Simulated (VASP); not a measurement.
Input of a VASP 6.6.1 run:

File INCAR:

```
SYSTEM = Ag
  PREC = Accurate
  ENCUT = 400
  EDIFF = 1E-6
  ISMEAR = -1
  SIGMA = 0.05
  LREAL = .FALSE.
  LASPH = .TRUE.
  NELM = 120
  ALGO = Normal
  ISIF = 2
  LWAVE = .FALSE.
  LCHARG = .FALSE.
  LDIPOL = .TRUE.
  IDIPOL = 3
  DIPOL = 0.5 0.5 0.500
  GGA = PE
  NBANDS = 24
  GGA_COMPAT = .FALSE.
  NELMDL = -8
```

File KPOINTS:

```
Automatic mesh
0
G
  8 8 1
  0 0 0
```

The input POSCAR:

```
Ag
1.0
    2.8888847545      0.0000000000      0.0000000000
    1.4444423773      2.5018475860      0.0000000000
    0.0000000000      0.0000000000     16.7175290495
Ag
3
Direct
    0.0000000000      0.0000000000      0.3589047151
    0.3333333333      0.3333333333      0.5000000000
    0.6666666667      0.6666666667      0.6410952849
```

Potentials or basis: VASP PAW PBE potentials, release 64 (Ag).

Run with:

```console
$ cat potpaw_PBE.64/Ag/POTCAR > POTCAR
$ mpirun -np 1 vasp_std > vasp.out
```

Estimate the band gap on the k mesh.

zero (an odd number of electrons rules out a gap without spin polarisation).

Predict the largest force.

0.132 eV/Å.

Forces in eV/Å, atoms in the order of the input:
```
Ag   0.000  0.000 -0.132
Ag   0.000  0.000  0.000
Ag   0.000  0.000  0.132
```
